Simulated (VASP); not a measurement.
A run of VASP 6.6.1:

File INCAR:

```
SYSTEM = SiO2
ALGO     = Normal         ! electronic algorithm
EDIFF    = 1E-6           ! SCF threshold, eV
ENCUT    = 520            ! plane-wave cutoff, eV
GGA      = PE             ! functional
ISIF     = 2              ! what is computed and relaxed
ISMEAR   = 0              ! smearing method
LASPH    = .True.         ! aspherical terms in the spheres
LCHARG   = .False.        ! write CHGCAR
LREAL    = .False.        ! projectors in reciprocal space
LWAVE    = .False.        ! write WAVECAR
NBANDS   = 34             ! bands
NELM     = 100            ! most SCF steps
PREC     = Accurate       ! precision mode
SIGMA    = 0.02           ! smearing width, eV
```

KPOINTS

```
k-points
0
Gamma
  6 6 4
  0 0 0
```

Contents of POSCAR:

```
SiO2
1.0
    5.1053766877      0.0000000000      0.0000000000
   -2.5526883438      4.4213859074      0.0000000000
    0.0000000000      0.0000000000      5.5850430638
Si O
3 6
Direct
    0.0000000000      0.5000000000      0.3333333333
    0.5000000000      0.5000000000      0.6666666667
    0.5000000000      0.0000000000      0.0000000000
    0.5839607545      0.7919803772      0.8333333333
    0.7919803772      0.5839607545      0.5000000000
    0.7919803772      0.2080196228      0.1666666667
    0.4160392455      0.2080196228      0.8333333333
    0.2080196228      0.4160392455      0.5000000000
    0.2080196228      0.7919803772      0.1666666667
```

Potentials or basis: VASP PAW PBE potentials, release 64 (Si, O).

Command:

```console
$ cat potpaw_PBE.64/Si/POTCAR potpaw_PBE.64/O/POTCAR > POTCAR
$ mpirun -np 1 vasp_std > vasp.out
```

Hardware: 1 thread of AMD EPYC 7R13, on a shared host.

Q: How long does it take, and how much memory?

A: It took 3.5 min on 1 thread of AMD EPYC 7R13 (shared host), peak memory 0.23 GiB. Counts: scf iterations 14, k points 21.
